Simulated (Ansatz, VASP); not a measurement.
LiTlS2 in VASP and in Ansatz

Contents of INCAR:

```
SYSTEM = LiTlS2
PREC = Accurate
ENCUT = 520
EDIFF = 1E-7
ISMEAR = 0
SIGMA = 0.01
LREAL = .False.
LASPH = .True.
NELM = 60
ALGO = Normal
ISIF = 2
LWAVE = .False.
LCHARG = .False.
GGA = PE
NBANDS = 22
```

File KPOINTS:

```
regular mesh
0
Gamma
  4 4 4
  0 0 0
```

POSCAR

```
LiTlS2
1.0
    4.0667718546      0.0000000000      0.0000000000
    0.0000000000      4.0667718546      0.0000000000
    0.0000000000      0.0000000000      5.7187778110
Li S Tl
1 2 1
Direct
    0.0000000000      0.0000000000      0.0000000000
    0.0000000000      0.5000000000      0.2309016903
    0.5000000000      0.0000000000      0.7690983097
    0.5000000000      0.5000000000      0.5000000000
```

Input for Ansatz:

```yaml
crystal:
  lattice:
    - [4.0667718546, 0.0, 0.0]
    - [0.0, 4.0667718546, 0.0]
    - [0.0, 0.0, 5.718777811]
  atoms:
    - { symbol: Li, position: [0.0, 0.0, 0.0] }
    - { symbol: S, position: [0.0, 0.5, 0.2309016903] }
    - { symbol: Tl, position: [0.5, 0.5, 0.5] }
    - { symbol: S, position: [0.5, 0.0, 0.7690983097] }
kpoints:
  mp_grid: { grid: [4, 4, 4] }
hamiltonian:
  xc: pbe
scf:
  occupations: { method: fixed }
  n_extra_bands: 5
  mixing: { beta: 0.05 }
  max_iter: 66
output:
  forces: true
  stress: true
  eigenvalues: true
```

Alike in both runs: task single point; functional PBE; k mesh 4 × 4 × 4; no spin polarisation.

|  | VASP | Ansatz |
| --- | --- | --- |
| version | VASP 6.6.1 | Ansatz 0.2.0 |
| potentials or method | VASP PAW PBE potentials, release 64 (Li_sv, S, Tl_d) | plane waves |
| plane-wave cutoff (eV) | 520 | 420 |
| occupations | gaussian, width 0.01 eV | fixed |
| valence electrons in the cell | 28 | 28 |

```tsv
	VASP	Ansatz	Ansatz less VASP
gap on the k mesh at the Fermi level (eV)	0.93	0.92	-0.006
rms of the force components (eV/Å)	0.069	0.073	+0.0041
```

Neither program's run includes spin-orbit coupling. Noted on VASP's run: the cutoff is short for stress, so the pressure is rough.
